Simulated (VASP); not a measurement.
# K (Im-3m) in VASP: single point with PBEsol

Aim: the single point of K with PBEsol.

Program: VASP 6.6.1. These are calculated values, not measurements. Logs are shortened: lines on timing, memory, paths and dates and some standing lists are left out, and cuts for length are marked.

### Step 1. The cell of the first run

Symmetry: Im-3m, No. 229, cubic system. The conventional cell has a = 5.223 Å, b = 5.223 Å, c = 5.223 Å, α = 90.00°, β = 90.00°, γ = 90.00°.

### Step 2. Single point, PBEsol

Contents of INCAR:

```
SYSTEM = K
  ALGO = Fast
  EDIFF = 1E-7
  ENCUT = 520
  GGA = PS
  ISIF = 2
  ISMEAR = 0
  LASPH = .TRUE.
  LCHARG = .FALSE.
  LREAL = .FALSE.
  LWAVE = .FALSE.
  NBANDS = 10
  NELM = 100
  PREC = Accurate
  SIGMA = 0.05
```

Contents of KPOINTS:

```
k-points
0
G
  10 10 10
  0 0 0
```

Contents of POSCAR:

```
K
1.0
   -2.6115086741      2.6115086741      2.6115086741
    2.6115086741     -2.6115086741      2.6115086741
    2.6115086741      2.6115086741     -2.6115086741
K
1
Direct
    0.0000000000      0.0000000000      0.0000000000
```

Potentials or basis: VASP PAW PBE potentials, release 64 (K_sv).

On the command line:

```console
$ cat potpaw_PBE.64/K_sv/POTCAR > POTCAR
$ mpirun -np 1 vasp_std > vasp.out
```

OUTCAR:

```text
SYSTEM = K
   EDIFF = 1E-7
   ENCUT = 520
   GGA = PS
   ISIF = 2
   ISMEAR = 0
   LASPH = .TRUE.
   LREAL = .FALSE.
   NELM = 100
   PREC = Accurate

 ion  position               nearest neighbor table
   1  0.000  0.000  0.000-

  LATTYP: Found a body centered cubic cell.
 ALAT       =     5.2230173482

  Lattice vectors:

 A1 = (  -2.6115086741,   2.6115086741,   2.6115086741)
 A2 = (   2.6115086741,  -2.6115086741,   2.6115086741)
 A3 = (   2.6115086741,   2.6115086741,  -2.6115086741)

Analysis of symmetry for initial positions (statically):
=====================================================================
 Subroutine PRICEL returns:
 Original cell was already a primitive cell.

 Routine SETGRP: Setting up the symmetry group for a
 body centered cubic supercell.

 Subroutine GETGRP returns: Found 48 space group operations
 (whereof 48 operations were pure point group operations)
 out of a pool of 48 trial point group operations.

The static configuration has the point symmetry O_h .

Analysis of symmetry for dynamics (positions and initial velocities):
=====================================================================
 Subroutine PRICEL returns:
 Original cell was already a primitive cell.

 Routine SETGRP: Setting up the symmetry group for a
 body centered cubic supercell.

 Subroutine GETGRP returns: Found 48 space group operations
 (whereof 48 operations were pure point group operations)
 out of a pool of 48 trial point group operations.

The dynamic configuration has the point symmetry O_h .

 Subroutine INISYM returns: Found 48 space group operations
 (whereof 48 operations are pure point group operations),
 and found     1 'primitive' translations

----------------------------------------------------------------------------------------

                                     Primitive cell

  volume of cell :      71.2417

  direct lattice vectors                    reciprocal lattice vectors
    -2.611508674  2.611508674  2.611508674     0.000000000  0.191460210  0.191460210
     2.611508674 -2.611508674  2.611508674     0.191460210  0.000000000  0.191460210
     2.611508674  2.611508674 -2.611508674     0.191460210  0.191460210  0.000000000

  length of vectors
     4.523265708  4.523265708  4.523265708     0.270765626  0.270765626  0.270765626

  position of ions in fractional coordinates (direct lattice)
     0.000000000  0.000000000  0.000000000

  ion indices of the primitive-cell ions
   primitive index   ion index
                 1           1

----------------------------------------------------------------------------------------

 KPOINTS: k-points

Automatic generation of k-mesh.
 Grid dimensions read from file:
 generate k-points for:   10   10   10

 Generating k-lattice:

  Cartesian coordinates                     Fractional coordinates (reciprocal lattice)
     0.000000000  0.019146021  0.019146021     0.100000000  0.000000000  0.000000000
     0.019146021  0.000000000  0.019146021     0.000000000  0.100000000  0.000000000
     0.019146021  0.019146021  0.000000000     0.000000000  0.000000000  0.100000000

  Length of vectors
     0.027076563  0.027076563  0.027076563

  Shift w.r.t. Gamma in fractional coordinates (k-lattice)
     0.000000000  0.000000000  0.000000000

 Subroutine IBZKPT returns following result:
 ===========================================

 Found     47 irreducible k-points:

 Following reciprocal coordinates:
            Coordinates               Weight
  0.000000  0.000000  0.000000      1.000000
  0.100000  0.000000  0.000000     12.000000
  0.200000  0.000000  0.000000     12.000000
  0.300000  0.000000  0.000000     12.000000
  0.400000  0.000000  0.000000     12.000000
  0.500000  0.000000  0.000000      6.000000
[... 16 lines left out ...]
  0.300000  0.300000  0.100000      8.000000
 -0.300000  0.300000  0.100000     24.000000
 [... further k-points ...]
   k-points           NKPTS =     47   k-points in BZ     NKDIM =     47   number of bands    NBANDS=     10
   number of dos      NEDOS =    301   number of ions     NIONS =      1
   total plane-waves  NPLWV =  46656
   dimension x,y,z NGX =    36 NGY =   36 NGZ =   36
   dimension x,y,z NGXF=    72 NGYF=   72 NGZF=   72
   ions per type =               1
   NGX,Y,Z   is equivalent  to a cutoff of  13.23, 13.23, 13.23 a.u.
   NGXF,Y,Z  is equivalent  to a cutoff of  26.46, 26.46, 26.46 a.u.
 SYSTEM =  K
   PREC   = accura    normal or accurate (medium, high low for compatibility)
   ISTART =      0    job   : 0-new  1-cont  2-samecut
   ICHARG =      2    charge: 1-file 2-atom 10-const
   ISPIN  =      1    spin polarized calculation?
   LNONCOLLINEAR =      F non collinear calculations
   LSORBIT =      F    spin-orbit coupling
   LASPH  =      T    aspherical Exc in radial PAW
   ENCUT  =  520.0 eV  38.22 Ry    6.18 a.u.   8.41  8.41  8.41*2*pi/ulx,y,z
   NELM   =    100;   NELMIN=  2; NELMDL= -5     # of ELM steps
   EDIFF  = 0.1E-06   stopping-criterion for ELM
   LREAL  =      F    real-space projection
   EDIFFG = 0.1E-05   stopping-criterion for IOM
   NSW    =      0    number of steps for IOM
   IBRION =     -1    ionic relax: 0-MD 1-quasi-New 2-CG
   NFREE  =      0    steps in history (QN), initial steepest desc. (CG)
   ISIF   =      2    stress and relaxation
   ISYM   =      2    0-nonsym 1-usesym 2-fastsym
   POTIM  = 0.5000    time-step for ionic-motion
   TEBEG  =    0.0;   TEEND  =   0.0 temperature during run
   PSTRESS=    0.0 pullay stress
   NELECT =       9.0000    total number of electrons
   NUPDOWN=      -1.0000    fix difference up-down
   EMIN   =  10.00;   EMAX   =-10.00  energy-range for DOS
   EFERMI =   0.00;   METHOD = LEGACY
   ISMEAR =     0;   SIGMA  =   0.05  broadening in eV -4-tet -1-fermi 0-gaus
   EFERMI_NEDOS =   21; number of points for ismear=-14 and -15
   IALGO  =     68    algorithm
   IMIX   =      4    mixing-type and parameters
     AMIX     =   0.40;   BMIX     =  1.00
     AMIX_MAG =   1.60;   BMIX_MAG =  1.00
  volume/ion in A,a.u.               =      71.24       480.76
  Fermi-wavevector in a.u.,A,eV,Ry     =   0.821443  1.552303  9.180788  0.674769
  Thomas-Fermi vector in A             =   1.932603
   LORBIT       =      0    0 simple, 1 ext, 2 COOP (PROOUT), +10 PAW based schemes
   GGA     = PS    functional components
   LHFCALC =     F    Hartree Fock is set to
   AEXX    =    0.0000 exact exchange contribution
   IVDW    =     0    specifies the selected vdW correction
   LEPSILON=     F    determine dielectric tensor
   LRPA    =     F    only Hartree local field effects (RPA)
 non-spin polarized calculation
 RMM-DIIS sequential band-by-band and
 Gauss-broadening in eV      SIGMA  =   0.05
  energy-cutoff  :      520.00
  volume of cell :       71.24
 maximum number of plane-waves:      1961
 NGX is ok and might be reduce to    36
   NGX = 17   NGY = 17   NGZ = 17

 number of electron       9.0000000 magnetization

 Free energy of the ion-electron system (eV)
  ---------------------------------------------------
  ext. energy  EPLUGINS =         0.00000000
  ---------------------------------------------------
  free energy    TOTEN  =        -1.13048320 eV

  energy without entropy =       -1.12845691  energy(sigma->0) =       -1.12947005

 E-fermi :  -0.1049     XC(G=0):  -5.7764

 val. band max:       -0.1090313899   @ k =   0.3000   0.2000  -0.0000
 cond. band min:      -0.0133891980   @ k =  -0.4000   0.4000   0.2000
 fundamental gap:      0.0956421920
 Fermi energy:        -0.1048532224

 k-point     1 :       0.0000    0.0000    0.0000
  band No.  band energies     occupation
      1     -32.0716      2.00000
      2     -15.5791      2.00000
      3     -15.5791      2.00000
      4     -15.5791      2.00000
      5      -2.3024      2.00000
      6       4.2284      0.00000
      7       4.2284      0.00000
      8       4.2284      0.00000
      9       5.1693      0.00000
     10       5.1693      0.00000

 k-point     2 :       0.1000    0.0000    0.0000
  band No.  band energies     occupation
      1     -32.0712      2.00000
      2     -15.5866      2.00000
      3     -15.5816      2.00000
      4     -15.5791      2.00000
      5      -2.1748      2.00000
      6       4.0280      0.00000
      7       4.0664      0.00000
      8       4.3316      0.00000
      9       4.9694      0.00000
     10       5.1377      0.00000

 k-point     3 :       0.2000    0.0000    0.0000
  band No.  band energies     occupation
      1     -32.0699      2.00000
      2     -15.6060      2.00000
      3     -15.5880      2.00000
      4     -15.5790      2.00000
      5      -1.8008      2.00000
      6       3.3112      0.00000
      7       3.7197      0.00000
      8       4.6367      0.00000
      9       4.9365      0.00000
     10       5.1065      0.00000

 k-point     4 :       0.3000    0.0000    0.0000
  band No.  band energies     occupation
      1     -32.0684      2.00000
      2     -15.6297      2.00000
      3     -15.5960      2.00000
      4     -15.5790      2.00000
      5      -1.2059      2.00000
      6       2.3907      0.00000
      7       3.3827      0.00000
      8       5.0170      0.00000
      9       5.1307      0.00000
     10       5.1757      0.00000
[... 222 lines left out ...]
 k-point    22 :      -0.2000    0.2000    0.1000
  band No.  band energies     occupation
      1     -32.0695      2.00000
      2     -15.6059      2.00000
      3     -15.5906      2.00000
      4     -15.5851      2.00000
      5      -1.6784      2.00000
      6       3.3502      0.00000
      7       3.6986      0.00000
      8       4.2567      0.00000
      9       4.6530      0.00000
     10       5.5296      0.00000

 k-point    23 :       0.3000    0.3000    0.1000
  band No.  band energies     occupation
      1     -32.0664      2.00000
      2     -15.6272      2.00000
      3     -15.6272      2.00000
      4     -15.5949      2.00000
      5       1.1591      0.00000
      6       1.1591      0.00000
      7       1.5328      0.00000
      8       3.7882      0.00000
      9       5.6461      0.00000
     10       5.6461      0.00000

 k-point    24 :      -0.3000    0.3000    0.1000
  band No.  band energies     occupation
      1     -32.0680      2.00000
      2     -15.6287      2.00000
      3     -15.5987      2.00000
      4     -15.5848      2.00000
      5      -1.0896      2.00000
      6       2.4411      0.00000
      7       3.3966      0.00000
      8       4.3116      0.00000
      9       5.1328      0.00000
     10       5.5597      0.00000

 [... further k-points ...]
[... 5 lines left out ...]
  --------------------------------------------------------------------------------------
  -------------------------------------------------------------------------------------
  Total       -0.0095899     -0.0095899     -0.0095899      0.0000000      0.0000000      0.0000000
  in kB       -0.2156704     -0.2156704     -0.2156704      0.0000000      0.0000000      0.0000000
  external PRESSURE =      -0.2156704 kB  Pullay stress =       0.0000000 kB

 VOLUME and BASIS-vectors are now :
 -----------------------------------------------------------------------------
  energy-cutoff  :      520.00
  volume of cell :       71.24
      direct lattice vectors                 reciprocal lattice vectors
    -2.611508674  2.611508674  2.611508674     0.000000000  0.191460210  0.191460210
     2.611508674 -2.611508674  2.611508674     0.191460210  0.000000000  0.191460210
     2.611508674  2.611508674 -2.611508674     0.191460210  0.191460210  0.000000000

 POSITION                                       TOTAL-FORCE (eV/Angst)
 -----------------------------------------------------------------------------------
      0.00000      0.00000      0.00000        -0.000000     -0.000000      0.000000
 -----------------------------------------------------------------------------------
    total drift:                               -0.000000      0.000000      0.000000

  FREE ENERGIE OF THE ION-ELECTRON SYSTEM (eV)
  ---------------------------------------------------
  free  energy   TOTEN  =        -1.1304831955 eV

  energy  without entropy=       -1.1284569069  energy(sigma->0) =       -1.12947005
```

It took 72 s on 1 thread of Intel Xeon 8259CL, shared host; peak memory 0.21 GiB.

What came out:

```yaml
Free_energy: -1.1305 eV
Pressure: 0.0 GPa
```

Caveat: the PAW data sets were made with another functional, which shifts forces and pressure a little.
